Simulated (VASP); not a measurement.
Write the native input for VASP 6.6.1 that does the following.

```
Task                   : single point
Functional             : PBE
Potentials or basis    : VASP PAW PBE potentials, release 64 (In_d, Se)
Cutoff                 : 520 eV
k mesh                 : 13 × 13 × 3
Occupations            : fermi-dirac, width 0.05 eV
Spin                   : no spin polarisation
Dipole correction      : no
Further INCAR settings : ALGO = Normal; EDIFF = 1e-06; NBANDS = 48
```

The structure of InSe lies in POSCAR:

```
InSe
1.0
    4.0499987506      0.0000000000      0.0000000000
   -2.0249993753      3.5074018033      0.0000000000
    0.0000000000      0.0000000000     16.7607000000
In Se
4 4
Direct
    0.3333333333      0.6666666667      0.1666652861
    0.6666666667      0.3333333333      0.6666652861
    0.3333333333      0.6666666667      0.3333347139
    0.6666666667      0.3333333333      0.8333347139
    0.3333333333      0.6666666667      0.5905988413
    0.6666666667      0.3333333333      0.0905988413
    0.3333333333      0.6666666667      0.9094011587
    0.6666666667      0.3333333333      0.4094011587
```

This cell differs from its parent crystal: z stretched by -1 %, then relaxed in part.

The input as run:

INCAR

```
PREC     = Accurate       # precision mode
ENCUT    = 520            # plane-wave cutoff, eV
EDIFF    = 1E-6           # SCF threshold, eV
ISMEAR   = -1             # smearing method
SIGMA    = 0.05           # smearing width, eV
LREAL    = False          # projectors in reciprocal space
LASPH    = True           # aspherical terms in the spheres
NELM     = 60             # most SCF steps
ALGO     = Normal         # electronic algorithm
ISIF     = 2              # what is computed and relaxed
LWAVE    = False          # write WAVECAR
LCHARG   = False          # write CHGCAR
GGA      = PE             # functional
NBANDS   = 48             # bands
```

KPOINTS

```
Automatic mesh
0
Gamma
  13 13 3
```

Potentials or basis: VASP PAW PBE potentials, release 64 (In_d, Se).

Run with:

```bash
$ cat potpaw_PBE.64/In_d/POTCAR potpaw_PBE.64/Se/POTCAR > POTCAR
$ mpirun -np 1 vasp_std > vasp.out
```

It gave:

The pressure is 1.5 GPa. The largest force is 0.018 eV/Å and the band gap on the k mesh is 0.29 eV, direct.

Caveat: the cell differs from its parent crystal (z stretched by -1 %, then relaxed in part); spin-orbit coupling is left out, which moves the levels of the heavy elements; this functional lacks dispersion, which binds the layers, so the pressure and a relaxed spacing across them are unreliable.

It took 6 min on 1 thread of Intel(R) Xeon(R) Platinum 8488C (Sapphire Rapids), with other jobs on the host, peak memory 0.54 GiB.
